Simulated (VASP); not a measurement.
CdSe:

```
CELL_PARAMETERS angstrom
3.07027 3.07027 0.00000
-3.07027 3.07027 0.00000
0.00000 3.07027 3.07027
ATOMIC_POSITIONS crystal
Cd 0.00000 0.00000 0.00000
Se 0.75000 0.25000 0.50000
```

* Program: VASP 6.6.1
* Task: relaxation of cell and atoms
* Functional: LDA
* Potentials or basis: VASP PAW LDA potentials, release 64 (Cd, Se)
* Cutoff: 600 eV
* k mesh: 10 × 10 × 10
* Occupations: fermi-dirac, width 0.1 eV
* Spin: no spin polarisation

At the start: pressure -2.9 GPa; volume 28.94 Å³/atom.

Q: How do energy, volume and symmetry change on relaxing?

A: Over 7 steps the energy falls by 15.7 meV/atom and the volume is 27.31 Å³/atom (-5.6 %); space group F-43m (No. 216, to 0.05 Å).

The path:
| step | energy change (eV) | largest force (eV/Å) | pressure (GPa) | volume (Å³) |
| --- | --- | --- | --- | --- |
| 1 | 0.0000 | 0.0000 | -2.92 | 57.88 |
| 2 | -0.0277 | 0.0000 | 1.17 | 53.58 |
| 3 | -0.0315 | 0.0000 | -0.01 | 54.62 |
| 4 | -0.0315 | 0.0000 | 0.08 | 54.55 |
| 5 | -0.0315 | 0.0000 | -0.06 | 54.66 |
| 6 | -0.0315 | 0.0000 | 0.01 | 54.62 |
| 7 | -0.0315 | 0.0000 | 0.00 | 54.63 |

Final structure:
```
CELL_PARAMETERS angstrom
3.01153 3.01153 0.00000
-3.01153 3.01153 0.00000
0.00000 3.01153 3.01153
ATOMIC_POSITIONS crystal
Cd 0.00000 0.00000 0.00000
Se 0.75000 0.25000 0.50000
```
